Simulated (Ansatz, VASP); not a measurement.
AlCo in VASP and in Ansatz

```
Co Al
1.0
     2.85171    0.00000    0.00000
     0.00000    2.85171    0.00000
     0.00000    0.00000    2.85171
Co Al
1 1
Direct
  0.00000 0.00000 0.00000
  0.50000 0.50000 0.50000
```

Alike in both runs: functional PBE; k mesh 14 × 14 × 14; occupations gaussian, width 0.1 eV; no spin polarisation.

Ansatz relaxed the structure, and its values are those at the end. VASP's run is a single point on that final structure, the one shown.

|  | VASP | Ansatz |
| --- | --- | --- |
| version | VASP 6.6.1 | Ansatz 0.2.0 |
| potentials or method | VASP PAW PBE potentials, release 64 (Co, Al), cutoff 600 eV | scalar-relativistic, plane waves, PAW |
| valence electrons in the cell | 12 | 20 |

```csv
,VASP,Ansatz,Ansatz less VASP
gap on the k mesh at the Fermi level (eV),none,none,-
pressure (GPa),0.0,0.0,+0.03
```

A gap of «none» marks a metal or a gap that the smearing closes. VASP's potentials hold 12 valence electrons a cell and Ansatz's 20, so a difference there can come from the potentials and not from the codes.
